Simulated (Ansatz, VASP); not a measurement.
**Two plane-wave programs on Ta3Cu**

```xyz
4
Lattice="-1.9794 1.9794 4.1513 1.9794 -1.9794 4.1513 1.9794 1.9794 -4.1513" Properties=species:S:1:pos:R:3 pbc="T T T"
Ta    0.0000    0.0000    4.1513
Ta    1.9794    0.0000    2.0756
Ta    0.0000    1.9794    2.0756
Cu    0.0000    0.0000    0.0000
```

Alike in both runs: task single point; functional PBEsol; k mesh 9 × 9 × 9; occupations fermi-dirac, width 0.05 eV; no spin polarisation.

```csv
,VASP,Ansatz
version,VASP 6.6.1,Ansatz 0.2.0
potentials or method,"VASP PAW PBE potentials, release 64 (Ta_pv, Cu)",Ansatz PAW
plane-wave cutoff (eV),520,420
valence electrons in the cell,44,58
```

|  | VASP | Ansatz | Ansatz less VASP |
| --- | --- | --- | --- |
| gap on the k mesh at the Fermi level (eV) | none | none | - |
| pressure (GPa) | 1.7 | 1.3 | -0.36 |
| traceless stress, the component that is largest in VASP (GPa) | -0.58 | -0.45 | +0.121 |

VASP's potentials were made for PBE, not for PBEsol. A gap of «none» marks a metal or a gap that the smearing closes. VASP's potentials hold 44 valence electrons a cell and Ansatz's 58, so a difference there can come from the potentials and not from the codes.

Neither program's run includes spin-orbit coupling.
